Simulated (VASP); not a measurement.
# C (Fmmm) in VASP: notebook, part 3 of 3

VASP 6.6.1. Earlier steps stand in the parts before.

### Step 7. Single point, PBE

Input file INCAR:

```
SYSTEM = C
PREC = Accurate
ENCUT = 520
EDIFF = 1E-7
ISMEAR = 1
SIGMA = 0.0568
LREAL = .FALSE.
LASPH = .TRUE.
NELM = 80
ALGO = Normal
ISIF = 2
LWAVE = .FALSE.
LCHARG = .FALSE.
GGA = PE
NBANDS = 11
```

Input file KPOINTS:

```
regular mesh
0
G
  14 14 14
  0 0 0
```

Input file POSCAR:

```
C
1.0
    0.0000000000      2.1270000000      3.3480000000
    1.2280000000      0.0000000000      3.3480000000
    1.2280000000      2.1270000000      0.0000000000
C
2
Direct
    0.1666700000      0.8333300000      0.1666700000
    0.8333300000      0.1666700000      0.8333300000
```

Potentials or basis: VASP PAW PBE potentials, release 64 (C).

On the command line:

```sh
> cat potpaw_PBE.64/C/POTCAR > POTCAR
> mpirun -np 1 vasp_std > vasp.out
```

OUTCAR:

```text
SYSTEM = C
   PREC = Accurate
   ENCUT = 520
   EDIFF = 1E-7
   ISMEAR = 1
   LREAL = .FALSE.
   LASPH = .TRUE.
   NELM = 80
   ISIF = 2
   GGA = PE

 ion  position               nearest neighbor table
   1  0.167  0.833  0.167-   2 1.42   2 1.42   2 1.42
   2  0.833  0.167  0.833-   1 1.42   1 1.42   1 1.42

  LATTYP: Found a face centered orthorhombic cell.
 ALAT       =     2.4560000000
 B/A-ratio  =     1.7320846906
 C/A-ratio  =     2.7263843648

  Lattice vectors:

 A1 = (   0.0000000000,   2.1270000000,   3.3480000000)
 A2 = (   1.2280000000,   0.0000000000,   3.3480000000)
 A3 = (   1.2280000000,   2.1270000000,   0.0000000000)

Analysis of symmetry for initial positions (statically):
=====================================================================
 Subroutine PRICEL returns:
 Original cell was already a primitive cell.

 Routine SETGRP: Setting up the symmetry group for a
 face centered orthorhombic supercell.

 Subroutine GETGRP returns: Found  8 space group operations
 (whereof  8 operations were pure point group operations)
 out of a pool of  8 trial point group operations.
[... 173 lines left out ...]
      1     -14.9768      2.00000
      2      -1.8480      2.00000
      3       1.7551      2.00000
      4       1.7813      2.00000
      5       9.0262      0.00000
      6      13.1658      0.00000
      7      13.2372      0.00000
      8      16.2895      0.00000
      9      17.6335      0.00000
     10      27.5440      0.00000
     11      30.5391      0.00000
[... 309 lines left out ...]
 k-point    24 :       0.2857    0.1429    0.0000
  band No.  band energies     occupation
      1     -14.3772      2.00000
      2      -2.1418      2.00000
      3       0.0055      2.00000
      4       0.8693      2.00000
      5      11.5897      0.00000
      6      13.2897      0.00000
      7      14.7157      0.00000
      8      15.1393      0.00000
      9      18.5079      0.00000
     10      26.8842      0.00000
     11      28.8141      0.00000

 [... further k-points ...]

------------------------ aborting loop because EDIFF is reached ----------------------------------------

  FORCE on cell =-STRESS in cart. coord.  units (eV):
  Direction    XX          YY          ZZ          XY          YZ          ZX
  --------------------------------------------------------------------------------------
  -------------------------------------------------------------------------------------
  Total        0.6121823      0.6137752      0.4316393      0.0000000      0.0000000      0.0000000
  in kB       56.0802640     56.2261879     39.5412423      0.0000000      0.0000000      0.0000000
  external PRESSURE =      50.6158981 kB  Pullay stress =       0.0000000 kB

 VOLUME and BASIS-vectors are now :
 -----------------------------------------------------------------------------
  energy-cutoff  :      520.00
  volume of cell :       17.49
      direct lattice vectors                 reciprocal lattice vectors
     0.000000000  2.127000000  3.348000000    -0.407166124  0.235072873  0.149342891
     1.228000000  0.000000000  3.348000000     0.407166124 -0.235072873  0.149342891
     1.228000000  2.127000000  0.000000000     0.407166124  0.235072873 -0.149342891

 POSITION                                       TOTAL-FORCE (eV/Angst)
 -----------------------------------------------------------------------------------
      1.22800      0.70901      3.34800         0.000000      0.031338      0.000000
      1.22800      3.54499      3.34800         0.000000     -0.031338      0.000000
 -----------------------------------------------------------------------------------
    total drift:                               -0.000000     -0.000000     -0.000000

  FREE ENERGIE OF THE ION-ELECTRON SYSTEM (eV)
  ---------------------------------------------------
  free  energy   TOTEN  =       -18.4159629000 eV

  energy  without entropy=      -18.4159663791  energy(sigma->0) =      -18.41596406
```

Run time: 40 s. Hardware: 1 thread of Intel Xeon 6975P-C (Granite Rapids), shared host; peak memory 0.18 GiB.

What came out:

| Property | Result |
| --- | --- |
| Free energy | -18.4160 eV |
| Pressure | 5.1 GPa |
| Largest force | 0.031 eV/Å |

Forces in eV/Å, atoms in the order of the input:
```
C    0.000  0.031  0.000
C    0.000 -0.031  0.000
```

Caveat: the cell stands under pressure; this functional lacks dispersion, which binds layers or chains, so the pressure and a relaxed spacing across them are unreliable.

### Step 8. Summary

| smearing | pressure (GPa) | largest force (eV/Å) |
| --- | --- | --- |
| gaussian 0.02 eV | 5.0 | 0.03 |
| gaussian 0.03 eV | 5.0 | 0.03 |
| gaussian 0.05 eV | 5.1 | 0.03 |
| gaussian 0.15 eV | 5.0 | 0.03 |
| methfessel-paxton 0.08 eV | 5.0 | 0.03 |
| methfessel-paxton 0.0568 eV | 5.1 | 0.03 |

Alike in all rows: task single point; level PBE; potentials or basis VASP PAW PBE potentials, release 64 (C); no spin polarisation; cell as given; k mesh 14 × 14 × 14; cutoff (eV) 520.

Caveats: the cell stands under pressure; this functional lacks dispersion, which binds layers or chains, so the pressure and a relaxed spacing across them are unreliable.

Total energies depend on the potentials used, so only differences within one code and one set of settings carry meaning.
